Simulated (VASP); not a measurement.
A run of VASP 6.6.1 is set up as follows.

POSCAR

```
La
1.0
    0.0000000000      2.6525050823      2.6525050823
    2.6525050823      0.0000000000      2.6525050823
    2.6525050823      2.6525050823      0.0000000000
La
1
Direct
    0.0000000000      0.0000000000      0.0000000000
```

File INCAR.step1:

```
SYSTEM = La
ALGO = Normal
EDIFF = 1E-4
ENCUT = 520
GGA = PE
ISMEAR = -1
LASPH = .TRUE.
LCHARG = .FALSE.
LREAL = .FALSE.
LWAVE = .TRUE.
NBANDS = 12
NELM = 80
PREC = Accurate
SIGMA = 0.1
```

The input INCAR.step2:

```
SYSTEM = La
ALGO = Normal
EDIFF = 1E-7
ENCUT = 520
ISIF = 2
ISMEAR = -1
ISTART = 1
LASPH = .TRUE.
LCHARG = .TRUE.
LELF = .TRUE.
LMIXTAU = .TRUE.
LREAL = .FALSE.
LVHAR = .TRUE.
LWAVE = .FALSE.
METAGGA = R2SCAN
NBANDS = 12
NELM = 80
PREC = Accurate
SIGMA = 0.1
```

Contents of KPOINTS:

```
k-points
0
G
  11 11 11
  0 0 0
```

Potentials or basis: VASP PAW PBE potentials, release 64 (La).

The run is started by

```sh
$ cat potpaw_PBE.64/La/POTCAR > POTCAR
$ cp INCAR.step1 INCAR
$ mpirun -np 1 vasp_std > vasp.out
$ cp INCAR.step2 INCAR
$ mpirun -np 1 vasp_std > vasp.out
```

(1) Estimate the pressure.

Answers

(1) -0.1 GPa.

Caveat: the PAW data sets were made with another functional, which shifts forces and pressure a little.
